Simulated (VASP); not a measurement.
# Cu (Fm-3m) in VASP: notebook

Cu is run at these levels: LDA; tasks: single point, relaxation of cell and atoms.

Program: VASP 6.6.1. These are calculated values, not measurements. Logs are shortened: lines on timing, memory, paths and dates and some standing lists are left out, and cuts for length are marked.

### Step 1. The cell of the first run

It takes space group Fm-3m (No. 225, cubic). Conventional cell: a = 3.553 Å, b = 3.553 Å, c = 3.553 Å, α = 90.00°, β = 90.00°, γ = 90.00°. Cu (site symmetry m-3m) has 12 Cu at 2.51 Å within 3.3 Å.

### Step 2. Single point, LDA (volume scaled by 1.03)

Contents of INCAR:

```
PREC = Accurate
ENCUT = 520
EDIFF = 1E-6
ISMEAR = 0
SIGMA = 0.1
LREAL = F
LASPH = T
NELM = 100
ALGO = Fast
ISIF = 2
LWAVE = F
LCHARG = F
NBANDS = 12
```

Contents of KPOINTS:

```
regular mesh
0
Gamma
  20 20 20
```

Contents of POSCAR:

```
Cu
1.0
    0.0000000000      1.7763935166      1.7763935166
    1.7763935166      0.0000000000      1.7763935166
    1.7763935166      1.7763935166      0.0000000000
Cu
1
Direct
    0.0000000000      0.0000000000      0.0000000000
```

Potentials or basis: VASP PAW LDA potentials, release 64 (Cu).

On the command line:

```sh
$ cat potpaw_LDA.64/Cu/POTCAR > POTCAR
$ mpirun -np 1 vasp_std > vasp.out
```

OUTCAR:

```text
PREC = Accurate
   ENCUT = 520
   EDIFF = 1E-6
   ISMEAR = 0
   LREAL = F
   LASPH = T
   NELM = 100
   ISIF = 2

 ion  position               nearest neighbor table
   1  0.000  0.000  0.000-

  LATTYP: Found a face centered cubic cell.
 ALAT       =     3.5527870332

  Lattice vectors:

 A1 = (   0.0000000000,   1.7763935166,   1.7763935166)
 A2 = (   1.7763935166,   0.0000000000,   1.7763935166)
 A3 = (   1.7763935166,   1.7763935166,   0.0000000000)

Analysis of symmetry for initial positions (statically):
=====================================================================
 Subroutine PRICEL returns:
 Original cell was already a primitive cell.

 Routine SETGRP: Setting up the symmetry group for a
 face centered cubic supercell.

 Subroutine GETGRP returns: Found 48 space group operations
 (whereof 48 operations were pure point group operations)
 out of a pool of 48 trial point group operations.

The static configuration has the point symmetry O_h .

Analysis of symmetry for dynamics (positions and initial velocities):
=====================================================================
 Subroutine PRICEL returns:
 Original cell was already a primitive cell.

 Routine SETGRP: Setting up the symmetry group for a
 face centered cubic supercell.

 Subroutine GETGRP returns: Found 48 space group operations
 (whereof 48 operations were pure point group operations)
 out of a pool of 48 trial point group operations.

The dynamic configuration has the point symmetry O_h .

 Subroutine INISYM returns: Found 48 space group operations
 (whereof 48 operations are pure point group operations),
 and found     1 'primitive' translations

----------------------------------------------------------------------------------------

                                     Primitive cell

  volume of cell :      11.2111

  direct lattice vectors                    reciprocal lattice vectors
     0.000000000  1.776393517  1.776393517    -0.281469165  0.281469165  0.281469165
     1.776393517  0.000000000  1.776393517     0.281469165 -0.281469165  0.281469165
     1.776393517  1.776393517  0.000000000     0.281469165  0.281469165 -0.281469165

  length of vectors
     2.512199803  2.512199803  2.512199803     0.487518895  0.487518895  0.487518895

  position of ions in fractional coordinates (direct lattice)
     0.000000000  0.000000000  0.000000000

  ion indices of the primitive-cell ions
   primitive index   ion index
                 1           1

----------------------------------------------------------------------------------------

 KPOINTS: regular mesh

Automatic generation of k-mesh.
 Grid dimensions read from file:
 generate k-points for:   20   20   20

 Generating k-lattice:

  Cartesian coordinates                     Fractional coordinates (reciprocal lattice)
    -0.014073458  0.014073458  0.014073458     0.050000000  0.000000000  0.000000000
     0.014073458 -0.014073458  0.014073458     0.000000000  0.050000000  0.000000000
     0.014073458  0.014073458 -0.014073458     0.000000000  0.000000000  0.050000000

  Length of vectors
     0.024375945  0.024375945  0.024375945

  Shift w.r.t. Gamma in fractional coordinates (k-lattice)
     0.000000000  0.000000000  0.000000000

 Subroutine IBZKPT returns following result:
 ===========================================

 Found    256 irreducible k-points:

 Following reciprocal coordinates:
            Coordinates               Weight
  0.000000  0.000000  0.000000      1.000000
  0.050000  0.000000  0.000000      8.000000
  0.100000  0.000000  0.000000      8.000000
  0.150000  0.000000  0.000000      8.000000
  0.200000  0.000000  0.000000      8.000000
  0.250000  0.000000  0.000000      8.000000
[... 16 lines left out ...]
 -0.400000  0.050000  0.000000     24.000000
 -0.350000  0.050000  0.000000     24.000000
 [... further k-points ...]
   k-points           NKPTS =    256   k-points in BZ     NKDIM =    256   number of bands    NBANDS=     12
   number of dos      NEDOS =    301   number of ions     NIONS =      1
   total plane-waves  NPLWV =   8000
   dimension x,y,z NGX =    20 NGY =   20 NGZ =   20
   dimension x,y,z NGXF=    40 NGYF=   40 NGZF=   40
   ions per type =               1
   NGX,Y,Z   is equivalent  to a cutoff of  13.24, 13.24, 13.24 a.u.
   NGXF,Y,Z  is equivalent  to a cutoff of  26.47, 26.47, 26.47 a.u.
 SYSTEM =  unknown system
   PREC   = accura    normal or accurate (medium, high low for compatibility)
   ISTART =      0    job   : 0-new  1-cont  2-samecut
   ICHARG =      2    charge: 1-file 2-atom 10-const
   ISPIN  =      1    spin polarized calculation?
   LNONCOLLINEAR =      F non collinear calculations
   LSORBIT =      F    spin-orbit coupling
   LASPH  =      T    aspherical Exc in radial PAW
   ENCUT  =  520.0 eV  38.22 Ry    6.18 a.u.   4.67  4.67  4.67*2*pi/ulx,y,z
   NELM   =    100;   NELMIN=  2; NELMDL= -5     # of ELM steps
   EDIFF  = 0.1E-05   stopping-criterion for ELM
   LREAL  =      F    real-space projection
   EDIFFG = 0.1E-04   stopping-criterion for IOM
   NSW    =      0    number of steps for IOM
   IBRION =     -1    ionic relax: 0-MD 1-quasi-New 2-CG
   NFREE  =      0    steps in history (QN), initial steepest desc. (CG)
   ISIF   =      2    stress and relaxation
   ISYM   =      2    0-nonsym 1-usesym 2-fastsym
   POTIM  = 0.5000    time-step for ionic-motion
   TEBEG  =    0.0;   TEEND  =   0.0 temperature during run
   PSTRESS=    0.0 pullay stress
   NELECT =      11.0000    total number of electrons
   NUPDOWN=      -1.0000    fix difference up-down
   EMIN   =  10.00;   EMAX   =-10.00  energy-range for DOS
   EFERMI =   0.00;   METHOD = LEGACY
   ISMEAR =     0;   SIGMA  =   0.10  broadening in eV -4-tet -1-fermi 0-gaus
   EFERMI_NEDOS =   21; number of points for ismear=-14 and -15
   IALGO  =     68    algorithm
   IMIX   =      4    mixing-type and parameters
     AMIX     =   0.40;   BMIX     =  1.00
     AMIX_MAG =   1.60;   BMIX_MAG =  1.00
  volume/ion in A,a.u.               =      11.21        75.66
  Fermi-wavevector in a.u.,A,eV,Ry     =   1.626759  3.074129 36.005707  2.646345
  Thomas-Fermi vector in A             =   2.719666
   LORBIT       =      0    0 simple, 1 ext, 2 COOP (PROOUT), +10 PAW based schemes
   GGA     = CA    functional components
   LHFCALC =     F    Hartree Fock is set to
   AEXX    =    0.0000 exact exchange contribution
   IVDW    =     0    specifies the selected vdW correction
   LEPSILON=     F    determine dielectric tensor
   LRPA    =     F    only Hartree local field effects (RPA)
 non-spin polarized calculation
 RMM-DIIS sequential band-by-band and
 Gauss-broadening in eV      SIGMA  =   0.10
  energy-cutoff  :      520.00
  volume of cell :       11.21
 maximum number of plane-waves:       315
   NGX =  9   NGY =  9   NGZ =  9

 number of electron      11.0000012 magnetization

 Free energy of the ion-electron system (eV)
  ---------------------------------------------------
  ext. energy  EPLUGINS =         0.00000000
  ---------------------------------------------------
  free energy    TOTEN  =        -4.70561720 eV

  energy without entropy =       -4.70435502  energy(sigma->0) =       -4.70498611

 E-fermi :   7.9782     XC(G=0): -13.4095

 val. band max:        7.9219194091   @ k =   0.4500   0.3000   0.0000
 cond. band min:       7.9792812752   @ k =   0.5000   0.2500   0.1000
 fundamental gap:      0.0573618661
 Fermi energy:         7.9782068680

 k-point     1 :       0.0000    0.0000    0.0000
  band No.  band energies     occupation
      1      -1.7424      2.00000
      2       4.7725      2.00000
      3       4.7725      2.00000
      4       4.7725      2.00000
      5       5.6807      2.00000
      6       5.6807      2.00000
      7      31.1035      0.00000
      8      33.9841      0.00000
      9      33.9841      0.00000
     10      33.9841      0.00000
     11      36.5663      0.00000
     12      36.5663      0.00000

 k-point     2 :       0.0500    0.0000    0.0000
  band No.  band energies     occupation
      1      -1.6477      2.00000
      2       4.7512      2.00000
      3       4.7915      2.00000
      4       4.7915      2.00000
      5       5.6730      2.00000
      6       5.6730      2.00000
      7      30.6418      0.00000
      8      32.7046      0.00000
      9      33.6793      0.00000
     10      33.6793      0.00000
     11      37.0008      0.00000
     12      37.0008      0.00000

 k-point     3 :       0.1000    0.0000    0.0000
  band No.  band energies     occupation
      1      -1.3664      2.00000
      2       4.6923      2.00000
      3       4.8424      2.00000
      4       4.8424      2.00000
      5       5.6555      2.00000
      6       5.6555      2.00000
      7      28.6675      0.00000
      8      31.9574      0.00000
      9      33.0842      0.00000
     10      33.0842      0.00000
     11      37.9487      0.00000
     12      37.9508      0.00000
[... 286 lines left out ...]
 k-point    23 :      -0.4000    0.0500    0.0000
  band No.  band energies     occupation
      1       2.4865      2.00000
      2       4.7513      2.00000
      3       4.8017      2.00000
      4       5.5540      2.00000
      5       6.1606      2.00000
      6       6.6478      2.00000
      7      13.6957      0.00000
      8      28.4353      0.00000
      9      30.3760      0.00000
     10      31.1378      0.00000
     11      34.1559      0.00000
     12      35.5719      0.00000

 k-point    24 :      -0.3500    0.0500    0.0000
  band No.  band energies     occupation
      1       2.1489      2.00000
      2       4.8058      2.00000
      3       4.8495      2.00000
      4       4.9951      2.00000
      5       6.0195      2.00000
      6       6.3251      2.00000
      7      15.5875      0.00000
      8      28.3858      0.00000
      9      30.7806      0.00000
     10      31.8889      0.00000
     11      34.2338      0.00000
     12      36.0350      0.00000

 [... further k-points ...]
[... 5 lines left out ...]
  --------------------------------------------------------------------------------------
  -------------------------------------------------------------------------------------
  Total       -0.2935216     -0.2935216     -0.2935216      0.0000000      0.0000000     -0.0000000
  in kB      -41.9472101    -41.9472101    -41.9472101      0.0000000      0.0000000     -0.0000000
  external PRESSURE =     -41.9472101 kB  Pullay stress =       0.0000000 kB

 VOLUME and BASIS-vectors are now :
 -----------------------------------------------------------------------------
  energy-cutoff  :      520.00
  volume of cell :       11.21
      direct lattice vectors                 reciprocal lattice vectors
     0.000000000  1.776393517  1.776393517    -0.281469165  0.281469165  0.281469165
     1.776393517  0.000000000  1.776393517     0.281469165 -0.281469165  0.281469165
     1.776393517  1.776393517  0.000000000     0.281469165  0.281469165 -0.281469165

 POSITION                                       TOTAL-FORCE (eV/Angst)
 -----------------------------------------------------------------------------------
      0.00000      0.00000      0.00000         0.000000     -0.000000     -0.000000
 -----------------------------------------------------------------------------------
    total drift:                               -0.000000     -0.000000     -0.000000

  FREE ENERGIE OF THE ION-ELECTRON SYSTEM (eV)
  ---------------------------------------------------
  free  energy   TOTEN  =        -4.7056171967 eV

  energy  without entropy=       -4.7043550248  energy(sigma->0) =       -4.70498611
```

Run time: 36 s. Hardware: 1 thread of AMD EPYC 7R43 (Zen 3), shared host; peak memory 0.11 GiB.

Results:

```yaml
Free_energy: -4.7056 eV
Pressure: -4.2 GPa
```

Levels at points of the mesh, in eV from the Fermi level:
```
           k point  band 4  band 5  band 6  band 7  band 8  band 9
(0.00, 0.00, 0.00)   -3.21   -2.30   -2.30   23.13   26.01   26.01
(0.50, 0.00, 0.00)   -1.68   -1.68   -1.10    4.02   21.62   22.76
(0.50, 0.50, 0.00)   -1.53   -1.53    1.48    7.51   13.44   13.44
```

### Step 3. Single point, LDA (volume scaled by 1.06)

Contents of INCAR:

```
  PREC = Accurate
  ENCUT = 520
  EDIFF = 1E-6
  ISMEAR = 0
  SIGMA = 0.1
  LREAL = False
  LASPH = True
  NELM = 60
  ALGO = Normal
  ISIF = 2
  LWAVE = False
  LCHARG = True
  GGA = CA
  LELF = True
  LVHAR = True
  NBANDS = 12
```

KPOINTS is that of step 2.

Contents of POSCAR:

```
Cu
1.0
    0.0000000000      1.7934752713      1.7934752713
    1.7934752713      0.0000000000      1.7934752713
    1.7934752713      1.7934752713      0.0000000000
Cu
1
Direct
    0.0000000000      0.0000000000      0.0000000000
```

Potentials or basis: VASP PAW LDA potentials, release 64 (Cu).

On the command line:

```sh
$ cat potpaw_LDA.64/Cu/POTCAR > POTCAR
$ mpirun -np 1 vasp_std > vasp.out
```

Run time: 30 s. Hardware: 1 thread of AMD EPYC 7R43 (Zen 3), shared host; peak memory 0.11 GiB.

It converged, with:

```yaml
Free_energy: -4.6925 eV
Pressure: -8.7 GPa
```

Levels at points of the mesh, in eV from the Fermi level:
| k point | band 4 | band 5 | band 6 | band 7 | band 8 | band 9 |
| --- | --- | --- | --- | --- | --- | --- |
| (0.00, 0.00, 0.00) | -3.11 | -2.24 | -2.24 | 22.90 | 25.55 | 25.55 |
| (0.50, 0.00, 0.00) | -1.65 | -1.65 | -1.01 | 3.88 | 21.41 | 22.31 |
| (0.50, 0.50, 0.00) | -1.51 | -1.51 | 1.50 | 7.31 | 13.22 | 13.22 |

### Step 4. Single point, LDA (volume scaled by 1.09)

Contents of INCAR:

```
SYSTEM = Cu
PREC     = Accurate       ! precision mode
ENCUT    = 520            ! plane-wave cutoff, eV
EDIFF    = 1E-7           ! SCF threshold, eV
ISMEAR   = 0              ! smearing method
SIGMA    = 0.1            ! smearing width, eV
LREAL    = .False.        ! projectors in reciprocal space
LASPH    = .True.         ! aspherical terms in the spheres
NELM     = 80             ! most SCF steps
ALGO     = Normal         ! electronic algorithm
ISIF     = 2              ! what is computed and relaxed
LWAVE    = .False.        ! write WAVECAR
LCHARG   = .False.        ! write CHGCAR
NBANDS   = 12             ! bands
```

Contents of KPOINTS:

```
regular mesh
0
Gamma
  20 20 20
  0 0 0
```

Contents of POSCAR:

```
Cu
1.0
    0.0000000000      1.8102376940      1.8102376940
    1.8102376940      0.0000000000      1.8102376940
    1.8102376940      1.8102376940      0.0000000000
Cu
1
Direct
    0.0000000000      0.0000000000      0.0000000000
```

On the command line:

```sh
$ cat potpaw_LDA.64/Cu/POTCAR > POTCAR
$ mpirun -np 1 vasp_std > vasp.out
```

Run time: 30 s. Hardware: 1 thread of AMD EPYC 7R43 (Zen 3), shared host; peak memory 0.11 GiB.

Results (log left out):

```
Free energy : -4.6713 eV
Pressure    : -12.3 GPa
```

Levels at points of the mesh, in eV from the Fermi level:
```
           k point  band 4  band 5  band 6  band 7  band 8  band 9
(0.00, 0.00, 0.00)   -3.02   -2.19   -2.19   22.69   25.11   25.11
(0.50, 0.00, 0.00)   -1.62   -1.62   -0.93    3.73   21.20   21.88
(0.50, 0.50, 0.00)   -1.49   -1.49    1.53    7.11   13.00   13.00
```

(Continued in part 2 of 2.)
